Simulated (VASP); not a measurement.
# Au in VASP: single point with PBE

Aim: the single point of Au with PBE.

Program: VASP 6.6.1. These are calculated values, not measurements. Logs are shortened: lines on timing, memory, paths and dates and some standing lists are left out, and cuts for length are marked.

## (1) The cell of the first run

The cell holds a slab with vacuum, 6 atoms: a = 2.893 Å, b = 2.893 Å, c = 25.227 Å, α = 90.00°, β = 90.00°, γ = 90.00°.

## (2) Single point, PBE

File INCAR:

```
SYSTEM = Au
  ALGO = Normal
  DIPOL = 0.5 0.5 0.500
  EDIFF = 1E-6
  ENCUT = 520
  GGA = PE
  IDIPOL = 3
  ISIF = 2
  ISMEAR = -1
  LASPH = .True.
  LCHARG = .False.
  LDIPOL = .True.
  LREAL = .False.
  LWAVE = .False.
  NBANDS = 42
  NELM = 80
  PREC = Accurate
  SIGMA = 0.05
```

File KPOINTS:

```
k-points
0
Gamma
  9 9 1
  0 0 0
```

File POSCAR:

```
Au
1.0
    2.8927738418      0.0000000000      0.0000000000
    0.0000000000      2.8927738418      0.0000000000
    0.0000000000      0.0000000000     25.2275000000
Au
6
Direct
    0.5000000000      0.5000000000      0.2972946190
    0.0000000000      0.0000000000      0.3783767714
    0.5000000000      0.5000000000      0.4594589238
    0.0000000000      0.0000000000      0.5405410762
    0.5000000000      0.5000000000      0.6216232286
    0.0000000000      0.0000000000      0.7027053810
```

Potentials or basis: VASP PAW PBE potentials, release 64 (Au).

The run is started by

```console
cat potpaw_PBE.64/Au/POTCAR > POTCAR
mpirun -np 1 vasp_std > vasp.out
```

OUTCAR:

```text
SYSTEM = Au
   EDIFF = 1E-6
   ENCUT = 520
   GGA = PE
   ISIF = 2
   ISMEAR = -1
   LASPH = .True.
   LREAL = .False.
   NELM = 80
   PREC = Accurate

 ion  position               nearest neighbor table
   1  0.500  0.500  0.297-   2 2.89   2 2.89   2 2.89   2 2.89
   2  0.000  0.000  0.378-   1 2.89   3 2.89   1 2.89   3 2.89   1 2.89   3 2.89   1 2.89   3 2.89

   3  0.500  0.500  0.459-   2 2.89   4 2.89   2 2.89   4 2.89   2 2.89   4 2.89   2 2.89   4 2.89

   4  0.000  0.000  0.541-   3 2.89   5 2.89   3 2.89   5 2.89   3 2.89   5 2.89   3 2.89   5 2.89

   5  0.500  0.500  0.622-   4 2.89   6 2.89   4 2.89   6 2.89   4 2.89   6 2.89   4 2.89   6 2.89

   6  0.000  0.000  0.703-   5 2.89   5 2.89   5 2.89   5 2.89

  LATTYP: Found a simple tetragonal cell.
 ALAT       =     2.8927738418
 C/A-ratio  =     8.7208684051

  Lattice vectors:

 A1 = (   2.8927738418,   0.0000000000,   0.0000000000)
 A2 = (   0.0000000000,   2.8927738418,   0.0000000000)
 A3 = (   0.0000000000,   0.0000000000,  25.2275000000)

Analysis of symmetry for initial positions (statically):
=====================================================================
 Subroutine PRICEL returns:
 Original cell was already a primitive cell.

 Routine SETGRP: Setting up the symmetry group for a
 simple tetragonal supercell.

 Subroutine GETGRP returns: Found 16 space group operations
 (whereof  8 operations were pure point group operations)
 out of a pool of 16 trial point group operations.

The static configuration has the point symmetry C_4v.
 The point group associated with its full space group is D_4h.

Analysis of symmetry for dynamics (positions and initial velocities):
=====================================================================
 Subroutine PRICEL returns:
 Original cell was already a primitive cell.

 Routine SETGRP: Setting up the symmetry group for a
 simple tetragonal supercell.

 Subroutine GETGRP returns: Found 16 space group operations
 (whereof  8 operations were pure point group operations)
 out of a pool of 16 trial point group operations.

The dynamic configuration has the point symmetry C_4v.
 The point group associated with its full space group is D_4h.

 Subroutine INISYM returns: Found 16 space group operations
 (whereof  8 operations are pure point group operations),
 and found     1 'primitive' translations

----------------------------------------------------------------------------------------

                                     Primitive cell

  volume of cell :     211.1073

  direct lattice vectors                    reciprocal lattice vectors
     2.892773842  0.000000000  0.000000000     0.345688967  0.000000000  0.000000000
     0.000000000  2.892773842  0.000000000     0.000000000  0.345688967  0.000000000
     0.000000000  0.000000000 25.227500000     0.000000000  0.000000000  0.039639283

  length of vectors
     2.892773842  2.892773842 25.227500000     0.345688967  0.345688967  0.039639283

  position of ions in fractional coordinates (direct lattice)
     0.500000000  0.500000000  0.297294619
     0.000000000  0.000000000  0.378376771
     0.500000000  0.500000000  0.459458924
     0.000000000  0.000000000  0.540541076
     0.500000000  0.500000000  0.621623229
     0.000000000  0.000000000  0.702705381

  ion indices of the primitive-cell ions
   primitive index   ion index
                 1           1
                 2           2
                 3           3
                 4           4
                 5           5
                 6           6

----------------------------------------------------------------------------------------

 KPOINTS: k-points

Automatic generation of k-mesh.
 Grid dimensions read from file:
 generate k-points for:    9    9    1

 Generating k-lattice:

  Cartesian coordinates                     Fractional coordinates (reciprocal lattice)
     0.038409885  0.000000000  0.000000000     0.111111111  0.000000000  0.000000000
     0.000000000  0.038409885  0.000000000     0.000000000  0.111111111  0.000000000
     0.000000000  0.000000000  0.039639283     0.000000000  0.000000000  1.000000000

  Length of vectors
     0.038409885  0.038409885  0.039639283

  Shift w.r.t. Gamma in fractional coordinates (k-lattice)
     0.000000000  0.000000000  0.000000000

 Subroutine IBZKPT returns following result:
 ===========================================

 Found     15 irreducible k-points:

 Following reciprocal coordinates:
            Coordinates               Weight
  0.000000  0.000000  0.000000      1.000000
  0.111111  0.000000  0.000000      4.000000
  0.222222  0.000000  0.000000      4.000000
  0.333333  0.000000  0.000000      4.000000
  0.444444  0.000000  0.000000      4.000000
  0.111111  0.111111  0.000000      4.000000
  0.222222  0.111111  0.000000      8.000000
  0.333333  0.111111  0.000000      8.000000
  0.444444  0.111111  0.000000      8.000000
  0.222222  0.222222  0.000000      4.000000
  0.333333  0.222222  0.000000      8.000000
  0.444444  0.222222  0.000000      8.000000
  0.333333  0.333333  0.000000      4.000000
  0.444444  0.333333  0.000000      8.000000
  0.444444  0.444444  0.000000      4.000000
   k-points           NKPTS =     15   k-points in BZ     NKDIM =     15   number of bands    NBANDS=     42
   number of dos      NEDOS =    301   number of ions     NIONS =      6
   total plane-waves  NPLWV = 110592
   dimension x,y,z NGX =    24 NGY =   24 NGZ =  192
   dimension x,y,z NGXF=    48 NGYF=   48 NGZF=  384
   ions per type =               6
   NGX,Y,Z   is equivalent  to a cutoff of  13.79, 13.79, 12.65 a.u.
   NGXF,Y,Z  is equivalent  to a cutoff of  27.59, 27.59, 25.31 a.u.
 SYSTEM =  Au
   PREC   = accura    normal or accurate (medium, high low for compatibility)
   ISTART =      0    job   : 0-new  1-cont  2-samecut
   ICHARG =      2    charge: 1-file 2-atom 10-const
   ISPIN  =      1    spin polarized calculation?
   LNONCOLLINEAR =      F non collinear calculations
   LSORBIT =      F    spin-orbit coupling
   LASPH  =      T    aspherical Exc in radial PAW
   ENCUT  =  520.0 eV  38.22 Ry    6.18 a.u.   5.38  5.38 46.91*2*pi/ulx,y,z
   NELM   =     80;   NELMIN=  2; NELMDL= -5     # of ELM steps
   EDIFF  = 0.1E-05   stopping-criterion for ELM
   LREAL  =      F    real-space projection
   EDIFFG = 0.1E-04   stopping-criterion for IOM
   NSW    =      0    number of steps for IOM
   IBRION =     -1    ionic relax: 0-MD 1-quasi-New 2-CG
   NFREE  =      0    steps in history (QN), initial steepest desc. (CG)
   ISIF   =      2    stress and relaxation
   ISYM   =      2    0-nonsym 1-usesym 2-fastsym
   POTIM  = 0.5000    time-step for ionic-motion
   TEBEG  =    0.0;   TEEND  =   0.0 temperature during run
   PSTRESS=    0.0 pullay stress
   NELECT =      66.0000    total number of electrons
   NUPDOWN=      -1.0000    fix difference up-down
   EMIN   =  10.00;   EMAX   =-10.00  energy-range for DOS
   EFERMI =   0.00;   METHOD = LEGACY
   ISMEAR =    -1;   SIGMA  =   0.05  broadening in eV -4-tet -1-fermi 0-gaus
   EFERMI_NEDOS =   21; number of points for ismear=-14 and -15
   IALGO  =     38    algorithm
   IMIX   =      4    mixing-type and parameters
     AMIX     =   0.40;   BMIX     =  1.00
     AMIX_MAG =   1.60;   BMIX_MAG =  1.00
  volume/ion in A,a.u.               =      35.18       237.44
  Fermi-wavevector in a.u.,A,eV,Ry     =   1.111105  2.099684 16.797130  1.234554
  Thomas-Fermi vector in A             =   2.247664
   LORBIT       =      0    0 simple, 1 ext, 2 COOP (PROOUT), +10 PAW based schemes
   GGA     = PE    functional components
   LHFCALC =     F    Hartree Fock is set to
   AEXX    =    0.0000 exact exchange contribution
   IVDW    =     0    specifies the selected vdW correction
   LEPSILON=     F    determine dielectric tensor
   LRPA    =     F    only Hartree local field effects (RPA)
 non-spin polarized calculation
  energy-cutoff  :      520.00
  volume of cell :      211.11
 maximum number of plane-waves:      5739
 NGX is ok and might be reduce to    24
   NGX = 11   NGY = 11   NGZ = 93

 number of electron      66.0000006 magnetization

 dipolmoment           0.000000      0.000000      0.000000 electrons x Angstroem

 Free energy of the ion-electron system (eV)
  ---------------------------------------------------
  ext. energy  EPLUGINS =         0.00000000
  ---------------------------------------------------
  free energy    TOTEN  =       -18.41581534 eV

  energy without entropy =      -18.40238988  energy(sigma->0) =      -18.40910261

 E-fermi :   1.8282     XC(G=0):  -6.8627

 val. band max:        1.6877321408   @ k =   0.4444   0.1111   0.0000
 cond. band min:       1.8661069310   @ k =   0.4444   0.2222   0.0000
 fundamental gap:      0.1783747902
 Fermi energy:         1.8282266890

 k-point     1 :       0.0000    0.0000    0.0000
  band No.  band energies     occupation
      1      -7.5452      2.00000
      2      -6.6734      2.00000
      3      -5.5472      2.00000
      4      -4.9970      2.00000
      5      -4.6300      2.00000
      6      -4.4543      2.00000
[... 34 lines left out ...]
     41       8.9389      0.00000
     42      10.6441      0.00000

 k-point     2 :       0.1111    0.0000    0.0000
  band No.  band energies     occupation
      1      -7.2701      2.00000
      2      -6.4267      2.00000
      3      -5.3426      2.00000
      4      -4.8236      2.00000
      5      -4.4601      2.00000
      6      -4.2937      2.00000
[... 34 lines left out ...]
     41       8.8278      0.00000
     42      10.3841      0.00000

 k-point     3 :       0.2222    0.0000    0.0000
  band No.  band energies     occupation
      1      -6.5152      2.00000
      2      -5.8241      2.00000
      3      -5.0081      2.00000
      4      -4.5563      2.00000
      5      -4.0943      2.00000
      6      -4.0681      2.00000
[... 492 lines left out ...]
      4      -4.3550      2.00000
      5      -3.9868      2.00000
      6      -3.9181      2.00000
[... 34 lines left out ...]
     41       8.7288      0.00000
     42       9.8696      0.00000

 k-point    15 :       0.4444    0.4444    0.0000
  band No.  band energies     occupation
      1      -4.8073      2.00000
      2      -4.7757      2.00000
      3      -4.5284      2.00000
      4      -4.5207      2.00000
      5      -4.2599      2.00000
      6      -4.2204      2.00000
[... 34 lines left out ...]
     41       8.5070      0.00000
     42       8.9030      0.00000

------------------------ aborting loop because EDIFF is reached ----------------------------------------

 vacuum level on the upper side and lower side of the slab       (xc-potential included)        -0.184        -0.184

  FORCE on cell =-STRESS in cart. coord.  units (eV):
  Direction    XX          YY          ZZ          XY          YZ          ZX
  --------------------------------------------------------------------------------------
  -------------------------------------------------------------------------------------
  Total        1.7652692      1.7652692      2.9368039      0.0000000      0.0000000     -0.0000000
  in kB       13.3973327     13.3973327     22.2885777      0.0000000      0.0000000     -0.0000000
  external PRESSURE =      16.3610811 kB  Pullay stress =       0.0000000 kB

 VOLUME and BASIS-vectors are now :
 -----------------------------------------------------------------------------
  energy-cutoff  :      520.00
  volume of cell :      211.11
      direct lattice vectors                 reciprocal lattice vectors
     2.892773842  0.000000000  0.000000000     0.345688967  0.000000000  0.000000000
     0.000000000  2.892773842  0.000000000     0.000000000  0.345688967  0.000000000
     0.000000000  0.000000000 25.227500000     0.000000000  0.000000000  0.039639283

 POSITION                                       TOTAL-FORCE (eV/Angst)
 -----------------------------------------------------------------------------------
      1.44639      1.44639      7.50000        -0.000000      0.000000     -0.218237
      0.00000      0.00000      9.54550         0.000000      0.000000     -0.124964
      1.44639      1.44639     11.59100        -0.000000     -0.000000     -0.006145
      0.00000      0.00000     13.63650        -0.000000      0.000000      0.006145
      1.44639      1.44639     15.68200        -0.000000      0.000000      0.124964
      0.00000      0.00000     17.72750        -0.000000     -0.000000      0.218237
 -----------------------------------------------------------------------------------
    total drift:                                0.000000      0.000000     -0.000000

  FREE ENERGIE OF THE ION-ELECTRON SYSTEM (eV)
  ---------------------------------------------------
  free  energy   TOTEN  =       -18.4158153421 eV

  energy  without entropy=      -18.4023898807  energy(sigma->0) =      -18.40910261

 vacuum level on the upper side and lower side of the slab         6.821         6.821
```

It took 2.3 min on 1 thread of Intel Xeon 6975P-C, shared host; peak memory 0.36 GiB.

Results:

```yaml
Free_energy: -18.4158 eV
Largest_force: 0.218 eV/Å
Band_gap_on_the_k_mesh: zero (band 33 reaches 4.21 eV, above the bottom of band 34 at 0.25 eV)
```

Forces on the atoms (eV/Å):
```
Au   0.000  0.000 -0.218
Au   0.000  0.000 -0.125
Au   0.000  0.000 -0.006
Au   0.000  0.000  0.006
Au   0.000  0.000  0.125
Au   0.000  0.000  0.218
```

Caveat: spin-orbit coupling is left out, which moves the levels of the heavy elements.
